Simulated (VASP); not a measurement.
Wanted: the native input for a VASP 6.6.1 run.

* Task: single point
* Functional: PBE
* Potentials or basis: VASP PAW PBE potentials, release 64 (Zr_sv, S)
* Cutoff: 520 eV
* k mesh: 3 × 3 × 3
* Occupations: gaussian, width 0.1 eV
* Spin: no spin polarisation
* Dipole correction: no
* Further INCAR settings: ALGO = Normal; EDIFF = 1e-07; NBANDS = 59

The structure of Zr3S2 lies in POSCAR:

```
Zr3S2
1.0
    3.1118146518      1.7966070269      5.9063426447
   -3.1118146518      1.7966070269      5.9063426447
    0.0000000000     -3.5932140538      5.9063426447
Zr S
6 4
Direct
    0.0741951881      0.4258048119      0.7500000000
    0.7500000000      0.0741951881      0.4258048119
    0.4258048119      0.7500000000      0.0741951881
    0.9258048119      0.5741951881      0.2500000000
    0.2500000000      0.9258048119      0.5741951881
    0.5741951881      0.2500000000      0.9258048119
    0.8398622963      0.8398622963      0.8398622963
    0.6601377037      0.6601377037      0.6601377037
    0.1601377037      0.1601377037      0.1601377037
    0.3398622963      0.3398622963      0.3398622963
```

These files were run (other wordings do the same):

INCAR

```
ALGO = Normal ; EDIFF = 1E-7
ENCUT = 520 ; GGA = PE
ISIF = 2 ; ISMEAR = 0
LASPH = True ; LCHARG = True
LELF = True ; LREAL = False
LVHAR = True ; LWAVE = False
NBANDS = 59 ; NELM = 60
PREC = Accurate ; SIGMA = 0.1
```

KPOINTS

```
k-points
0
Gamma
  3 3 3
```

Potentials or basis: VASP PAW PBE potentials, release 64 (Zr_sv, S).

The run is started by

```bash
$ cat potpaw_PBE.64/Zr_sv/POTCAR potpaw_PBE.64/S/POTCAR > POTCAR
$ mpirun -np 1 vasp_std > vasp.out
```

Results of the run:

| Item | Value |
| --- | --- |
| Pressure | 0.1 GPa |
| Largest force | 0.017 eV/Å |
| Band gap on the k mesh | zero (band 48 reaches 9.66 eV, above the bottom of band 49 at 9.07 eV) |

Caveat: the k points lie up to 0.41 Å⁻¹ apart.

Wall time 3.2 min on 1 thread of Intel(R) Xeon(R) Platinum 8259CL CPU @ 2.50GHz (Skylake/Cascade Lake), on a shared host, peak memory 0.4 GiB.
